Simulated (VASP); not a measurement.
# PbO (P6_3/mmc) in VASP: relaxation of cell and atoms with r2SCAN

Aim: the relaxation of cell and atoms of PbO with r2SCAN.

Everything below comes from runs of VASP 6.6.1. Logs are shortened: lines on timing, memory, paths and dates and some standing lists are left out, and cuts for length are marked.

## Step 1: The cell of the first run

The structure is hexagonal, space group P6_3/mmc (No. 194). The conventional cell has a = 4.304 Å, b = 4.304 Å, c = 5.333 Å, α = 90.00°, β = 90.00°, γ = 120.00°. Within 3.3 Å of Pb (site symmetry -6m2) lie 5 O at 2.49 to 2.67 Å. O (site symmetry -6m2) has 5 Pb at 2.49 to 2.67 Å within 3.3 Å.

## Step 2: Relaxation of cell and atoms, r2SCAN

POSCAR reads:

```
PbO
1.0
    4.3044152338      0.0000000000      0.0000000000
   -2.1522076169      3.7277329409      0.0000000000
    0.0000000000      0.0000000000      5.3330530216
Pb O
2 2
Direct
    0.3333333333      0.6666666667      0.2500000000
    0.6666666667      0.3333333333      0.7500000000
    0.6666666667      0.3333333333      0.2500000000
    0.3333333333      0.6666666667      0.7500000000
```

INCAR.step1 reads:

```
SYSTEM = PbO
  ALGO = Normal
  EDIFF = 1E-4
  ENCUT = 600
  GGA = PE
  ISMEAR = -1
  LASPH = .TRUE.
  LCHARG = .FALSE.
  LREAL = .FALSE.
  LWAVE = .TRUE.
  NELM = 100
  PREC = Accurate
  SIGMA = 0.02
```

INCAR.step2 reads:

```
SYSTEM = PbO
  ALGO = Normal
  EDIFF = 1E-6
  EDIFFG = -0.005
  ENCUT = 600
  IBRION = 2
  ISIF = 3
  ISMEAR = -1
  ISTART = 1
  LASPH = .TRUE.
  LCHARG = .FALSE.
  LMIXTAU = .TRUE.
  LREAL = .FALSE.
  LWAVE = .FALSE.
  METAGGA = R2SCAN
  NELM = 100
  NSW = 80
  PREC = Accurate
  SIGMA = 0.02
```

KPOINTS reads:

```
k-points
0
G
  6 6 4
  0 0 0
```

Potentials or basis: VASP PAW PBE potentials, release 64 (Pb_d, O).

On the command line:

```
$ cat potpaw_PBE.64/Pb_d/POTCAR potpaw_PBE.64/O/POTCAR > POTCAR
$ cp INCAR.step1 INCAR
$ mpirun -np 1 vasp_std > vasp.out
$ cp INCAR.step2 INCAR
$ mpirun -np 1 vasp_std > vasp.out
```

OUTCAR:

```text
SYSTEM = PbO
   EDIFF = 1E-6
   EDIFFG = -0.005
   ENCUT = 600
   IBRION = 2
   ISIF = 3
   ISMEAR = -1
   ISTART = 1
   LASPH = .TRUE.
   LREAL = .FALSE.
   METAGGA = R2SCAN
   NELM = 100
   NSW = 80
   PREC = Accurate

 ion  position               nearest neighbor table
   1  0.333  0.667  0.250-   3 2.49   3 2.49   3 2.49   4 2.67   4 2.67   2 3.65   2 3.65   2 3.65
                             2 3.65   2 3.65   2 3.65
   2  0.667  0.333  0.750-   4 2.49   4 2.49   4 2.49   3 2.67   3 2.67   1 3.65   1 3.65   1 3.65
                             1 3.65   1 3.65   1 3.65
   3  0.667  0.333  0.250-   1 2.49   1 2.49   1 2.49   2 2.67   2 2.67
   4  0.333  0.667  0.750-   2 2.49   2 2.49   2 2.49   1 2.67   1 2.67

  LATTYP: Found a hexagonal cell.
 ALAT       =     4.3044152338
 C/A-ratio  =     1.2389727133

  Lattice vectors:

 A1 = (   4.3044152338,   0.0000000000,   0.0000000000)
 A2 = (  -2.1522076169,   3.7277329409,   0.0000000000)
 A3 = (   0.0000000000,   0.0000000000,   5.3330530216)

Analysis of symmetry for initial positions (statically):
=====================================================================
 Subroutine PRICEL returns:
 Original cell was already a primitive cell.

 Routine SETGRP: Setting up the symmetry group for a
 hexagonal supercell.

 Subroutine GETGRP returns: Found 24 space group operations
 (whereof 12 operations were pure point group operations)
 out of a pool of 24 trial point group operations.

The static configuration has the point symmetry D_3d.
 The point group associated with its full space group is D_6h.

Analysis of symmetry for dynamics (positions and initial velocities):
=====================================================================
 Subroutine PRICEL returns:
 Original cell was already a primitive cell.

 Routine SETGRP: Setting up the symmetry group for a
 hexagonal supercell.

 Subroutine GETGRP returns: Found 24 space group operations
 (whereof 12 operations were pure point group operations)
 out of a pool of 24 trial point group operations.

The dynamic configuration has the point symmetry D_3d.
 The point group associated with its full space group is D_6h.

 Subroutine INISYM returns: Found 24 space group operations
 (whereof 12 operations are pure point group operations),
 and found     1 'primitive' translations

----------------------------------------------------------------------------------------

                                     Primitive cell

  volume of cell :      85.5726

  direct lattice vectors                    reciprocal lattice vectors
[... 78 lines left out ...]
   PREC   = accura    normal or accurate (medium, high low for compatibility)
   ISTART =      1    job   : 0-new  1-cont  2-samecut
   ICHARG =      0    charge: 1-file 2-atom 10-const
   ISPIN  =      1    spin polarized calculation?
   LNONCOLLINEAR =      F non collinear calculations
   LSORBIT =      F    spin-orbit coupling
   LASPH  =      T    aspherical Exc in radial PAW
   ENCUT  =  600.0 eV  44.10 Ry    6.64 a.u.   8.60  8.60 10.65*2*pi/ulx,y,z
   NELM   =    100;   NELMIN=  2; NELMDL=  0     # of ELM steps
   EDIFF  = 0.1E-05   stopping-criterion for ELM
   LREAL  =      F    real-space projection
   EDIFFG = -.5E-02   stopping-criterion for IOM
   NSW    =     80    number of steps for IOM
   IBRION =      2    ionic relax: 0-MD 1-quasi-New 2-CG
   NFREE  =      1    steps in history (QN), initial steepest desc. (CG)
   ISIF   =      3    stress and relaxation
   ISYM   =      2    0-nonsym 1-usesym 2-fastsym
   POTIM  = 0.5000    time-step for ionic-motion
   TEBEG  =    0.0;   TEEND  =   0.0 temperature during run
   PSTRESS=    0.0 pullay stress
   NELECT =      40.0000    total number of electrons
   NUPDOWN=      -1.0000    fix difference up-down
   EMIN   =  10.00;   EMAX   =-10.00  energy-range for DOS
   EFERMI =   0.00;   METHOD = LEGACY
   ISMEAR =    -1;   SIGMA  =   0.02  broadening in eV -4-tet -1-fermi 0-gaus
   EFERMI_NEDOS =   21; number of points for ismear=-14 and -15
   IALGO  =     38    algorithm
   IMIX   =      4    mixing-type and parameters
     AMIX     =   0.40;   BMIX     =  1.00
     AMIX_MAG =   1.60;   BMIX_MAG =  1.00
  volume/ion in A,a.u.               =      21.39       144.37
  Fermi-wavevector in a.u.,A,eV,Ry     =   1.270525  2.400944 21.962983  1.614234
  Thomas-Fermi vector in A             =   2.403508
   LORBIT       =      0    0 simple, 1 ext, 2 COOP (PROOUT), +10 PAW based schemes
   METAGGA = R2SCAN    functional components
   LHFCALC =     F    Hartree Fock is set to
   AEXX    =    0.0000 exact exchange contribution
   IVDW    =     0    specifies the selected vdW correction
   LEPSILON=     F    determine dielectric tensor
   LRPA    =     F    only Hartree local field effects (RPA)
 conjugate gradient relaxation of ions
 non-spin polarized calculation
  energy-cutoff  :      600.00
  volume of cell :       85.57
 maximum number of plane-waves:      2874
 NGX is ok and might be reduce to    36
   NGX = 17   NGY = 17   NGZ = 21

--------------------------------------- Ionic step        1  -------------------------------------------

 number of electron      40.0000002 magnetization

 Free energy of the ion-electron system (eV)
  ---------------------------------------------------
  ext. energy  EPLUGINS =         0.00000000
  ---------------------------------------------------
  free energy    TOTEN  =      -128.46014552 eV

  energy without entropy =     -128.46014552  energy(sigma->0) =     -128.46014552

------------------------ aborting loop because EDIFF is reached ----------------------------------------

  FORCE on cell =-STRESS in cart. coord.  units (eV):
  Direction    XX          YY          ZZ          XY          YZ          ZX
  --------------------------------------------------------------------------------------
  -------------------------------------------------------------------------------------
  Total       -1.1523820     -1.1523820     -1.1903313      0.0000000      0.0000000      0.0000000
  in kB      -21.5760628    -21.5760628    -22.2865885      0.0000000      0.0000000      0.0000000
  external PRESSURE =     -21.8129047 kB  Pullay stress =       0.0000000 kB
[... 101 lines left out ...]
--------------------------------------- Ionic step        4  -------------------------------------------

 number of electron      40.0000005 magnetization

 Free energy of the ion-electron system (eV)
  ---------------------------------------------------
  ext. energy  EPLUGINS =         0.00000000
  ---------------------------------------------------
  free energy    TOTEN  =      -128.47730720 eV

  energy without entropy =     -128.47730720  energy(sigma->0) =     -128.47730720

 E-fermi :   5.5475     XC(G=0): -10.2222

 val. band max:        5.1093008452   @ k =   0.3333   0.3333   0.5000
 cond. band min:       6.6871599336   @ k =   0.3333   0.3333   0.5000
 fundamental gap:      1.5778590884
 Fermi energy:         5.5475037117

 k-point     1 :       0.0000    0.0000    0.0000
  band No.  band energies     occupation
      1     -13.9008      2.00000
      2     -13.8050      2.00000
      3     -12.0357      2.00000
      4     -12.0357      2.00000
      5     -11.9741      2.00000
      6     -11.9741      2.00000
[... 587 lines left out ...]
  FREE ENERGIE OF THE ION-ELECTRON SYSTEM (eV)
  ---------------------------------------------------
  free  energy   TOTEN  =      -128.4773072028 eV

  energy  without entropy=     -128.4773072028  energy(sigma->0) =     -128.47730720

 reached required accuracy - stopping structural energy minimisation
```

OSZICAR.step1:

```text
N       E                     dE             d eps       ncg     rms          rms(c)
DAV:   1     0.490600912314E+03    0.49060E+03   -0.22143E+04  1008   0.216E+03
DAV:   2     0.409887197596E+02   -0.44961E+03   -0.44064E+03  1064   0.518E+02
DAV:   3    -0.231509404825E+02   -0.64140E+02   -0.60729E+02  1368   0.203E+02
DAV:   4    -0.256183925932E+02   -0.24675E+01   -0.24655E+01  1136   0.453E+01
DAV:   5    -0.256878751239E+02   -0.69483E-01   -0.69472E-01  1424   0.715E+00    0.127E+01
DAV:   6    -0.213256679879E+02    0.43622E+01   -0.36774E+01  1584   0.408E+01    0.726E+00
DAV:   7    -0.208160678546E+02    0.50960E+00   -0.52956E+00  1384   0.175E+01    0.247E+00
DAV:   8    -0.208290942631E+02   -0.13026E-01   -0.10831E+00  1048   0.817E+00    0.197E+00
DAV:   9    -0.207836146272E+02    0.45480E-01   -0.16911E-01  1304   0.337E+00    0.276E-01
DAV:  10    -0.207878232635E+02   -0.42086E-02   -0.24319E-02  1400   0.890E-01    0.200E-01
DAV:  11    -0.207877307871E+02    0.92476E-04   -0.30555E-03  1328   0.552E-01    0.990E-02
DAV:  12    -0.207877888765E+02   -0.58089E-04   -0.42364E-04  1168   0.155E-01
   1 F= -.20787789E+02 E0= -.20787789E+02  d E =-.243687E-10
```

Wall time 5.2 min (1 thread of Intel Xeon Platinum 8488C (Sapphire Rapids), shared host); peak memory 0.29 GiB.

What came out:

- Free energy: -128.4773 eV
- Relaxed volume: 20.78 Å³/atom
- Relaxed cell: a = 4.264 Å, b = 4.264 Å, c = 5.278 Å, α = 90.00°, β = 90.00°, γ = 120.00°
- Space group after relaxing (to 0.1 Å): P6_3/mmc (No. 194)
- Energy gained by relaxing: 4.3 meV/atom
- Ionic steps: 4
- Pressure after relaxing: 0.0 GPa
- Band gap on the k mesh: 1.58 eV

The path:
| step | energy change (eV) | largest force (eV/Å) | pressure (GPa) | volume (Å³) |
| --- | --- | --- | --- | --- |
| 1 | 0.0000 | 0.0000 | -2.18 | 85.57 |
| 2 | -0.0134 | 0.0000 | 1.10 | 82.02 |
| 3 | -0.0171 | 0.0000 | 0.00 | 83.12 |
| 4 | -0.0172 | 0.0000 | 0.00 | 83.12 |

Final structure:
```
CELL_PARAMETERS angstrom
4.26419 0.00000 0.00000
-2.13210 3.69290 0.00000
0.00000 0.00000 5.27815
ATOMIC_POSITIONS crystal
Pb 0.33333 0.66667 0.25000
Pb 0.66667 0.33333 0.75000
O 0.66667 0.33333 0.25000
O 0.33333 0.66667 0.75000
```

Levels at points of the mesh, in eV from the valence-band top:
| k point | band 16 | band 17 | band 18 | band 19 | band 20 | band 21 | band 22 | band 23 | band 24 |
| --- | --- | --- | --- | --- | --- | --- | --- | --- | --- |
| (0.00, 0.00, 0.00) | -3.49 | -3.49 | -2.67 | -2.65 | -2.65 | 4.15 | 4.42 | 4.42 | 5.15 |
| (0.50, 0.00, 0.00) | -4.28 | -3.40 | -3.09 | -1.81 | -1.34 | 1.96 | 4.21 | 4.80 | 5.03 |
| (0.00, 0.00, 0.50) | -3.02 | -3.02 | -3.02 | -1.58 | -1.58 | 3.52 | 3.52 | 4.41 | 4.41 |
| (0.50, 0.00, 0.50) | -3.69 | -2.74 | -2.74 | -0.71 | -0.71 | 1.58 | 1.58 | 4.51 | 4.51 |

Caveat: the PAW data sets were made with another functional, which shifts forces and pressure a little; spin-orbit coupling is left out, which moves the levels of the heavy elements. A k mesh can miss the band edges.
